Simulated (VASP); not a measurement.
Write the native input for VASP 6.6.1 that does the following.

- Task: single point
- Functional: PBE
- Potentials or basis: VASP PAW PBE potentials, release 64 (Zr_sv, B)
- Cutoff: 520 eV
- k mesh: 6 × 6 × 6
- Occupations: gaussian, width 0.1 eV
- Spin: collinear spin, ferromagnetic start
- Starting moments: [1.0, 0.0, 0.0] μB
- Dipole correction: no
- Further INCAR settings: ALGO = Normal; EDIFF = 1e-06; NBANDS = 20

The structure of ZrB2 lies in POSCAR:

```
ZrB2
1.0
    3.1649997100      0.0000000000      0.0000000000
   -1.5824998600      2.7409701500      0.0000000000
    0.0000000000      0.0000000000      3.5199999800
Zr B
1 2
Direct
    0.0000000000      0.0000000000      0.0000000000
    0.3333333300      0.6666666700      0.5000000000
    0.6666666700      0.3333333300      0.5000000000
```

One way to write it, as run:

INCAR

```
SYSTEM = ZrB2
PREC = Accurate
ENCUT = 520
EDIFF = 1E-6
ISMEAR = 0
SIGMA = 0.1
LREAL = .False.
LASPH = .True.
NELM = 150
ALGO = Normal
ISIF = 2
LWAVE = .False.
LCHARG = .False.
ISPIN = 2
MAGMOM = 1 0 0
LORBIT = 11
LMAXMIX = 4
GGA = PE
NBANDS = 20
```

KPOINTS

```
regular mesh
0
Gamma
  6 6 6
  0 0 0
```

Potentials or basis: VASP PAW PBE potentials, release 64 (Zr_sv, B).

Run with:

```bash
$ cat potpaw_PBE.64/Zr_sv/POTCAR potpaw_PBE.64/B/POTCAR > POTCAR
$ mpirun -np 1 vasp_std > vasp.out
```

It gave:

```yaml
Pressure: 2.8 GPa
Band_gap_on_the_k_mesh: zero (filled and empty bands overlap)
Net_moment: 0.00 μB per cell
Valence_electrons_inside_the_program's_atomic_spheres: Zr 9.98; B 1.91
```

Caveat: the k points lie up to 0.38 Å⁻¹ apart.

Run time: 18 s on 1 thread of Intel(R) Xeon(R) Platinum 8488C (Sapphire Rapids), on a shared host, peak memory 0.16 GiB.
